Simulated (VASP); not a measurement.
A run of VASP 6.6.1:

Contents of INCAR:

```
  ALGO = Normal
  EDIFF = 1E-6
  ENCUT = 500
  GGA = PE
  GGA_COMPAT = F
  ISIF = 2
  ISMEAR = 0
  LASPH = T
  LCHARG = T
  LELF = T
  LREAL = F
  LVHAR = T
  LWAVE = F
  NBANDS = 17
  NELM = 120
  PREC = Accurate
  SIGMA = 0.2
```

The input KPOINTS:

```
k-points
0
Gamma
  6 6 6
```

Contents of POSCAR:

```
TeW
1.0
    3.6651482042      0.0000000000      0.0000000000
   -1.8325741021      3.1741114535      0.0000000000
    0.0000000000      0.0000000000      3.5762681301
Te W
1 1
Direct
    0.0000000000      0.0000000000      0.0000000000
    0.6666666667      0.3333333333      0.5000000000
```

Potentials or basis: VASP PAW PBE potentials, release 64 (Te, W_sv).

Command:

```sh
$ cat potpaw_PBE.64/Te/POTCAR potpaw_PBE.64/W_sv/POTCAR > POTCAR
$ mpirun -np 1 vasp_std > vasp.out
```

Hardware: 1 thread of AMD EPYC 7R13 Processor (Zen 3), on a shared host.

Problem. How long does it take, and how much memory?

Solution. Run time: 12 s on 1 thread of AMD EPYC 7R13 Processor (Zen 3) (shared host), peak memory 0.13 GiB. Counts: scf iterations 12, k points 28.
